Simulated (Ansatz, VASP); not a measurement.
# One calculation of BeTe2, two programs

```
CELL_PARAMETERS angstrom
5.34975 0.00000 0.00000
-2.67488 4.63302 0.00000
0.00000 0.00000 6.07821
ATOMIC_POSITIONS crystal
Be 0.00000 0.00000 0.00000
Be 0.00000 0.00000 0.50000
Te 0.33333 0.66667 0.50001
Te 0.66667 0.33333 0.00001
Te 0.66667 0.33333 0.49999
Te 0.33333 0.66667 0.99999
```

Alike in both runs: functional PBE; k mesh 3 × 3 × 3; occupations gaussian, width 0.2 eV; no spin polarisation.

Ansatz relaxed the structure, and its values are those at the end. VASP's run is a single point on that final structure, the one shown.

|  | VASP | Ansatz |
| --- | --- | --- |
| version | VASP 6.6.1 | Ansatz 0.2.0 |
| potentials or method | VASP PAW PBE potentials, release 64 (Be, Te), cutoff 600 eV | scalar-relativistic, plane waves, PAW |
| valence electrons in the cell | 28 | 68 |

```tsv
	VASP	Ansatz	Ansatz less VASP
gap on the k mesh at the Fermi level (eV)	none	none	-
pressure (GPa)	0.2	0.2	+0.02
```

A gap of «none» marks a metal or a gap that the smearing closes. The functional is the same, so the differences come from potentials, cutoffs and numerics. VASP's potentials hold 28 valence electrons a cell and Ansatz's 68, so a difference there can come from the potentials and not from the codes.

The k mesh is coarse, so the values compare programs but aren't converged. Spin-orbit coupling is off throughout.
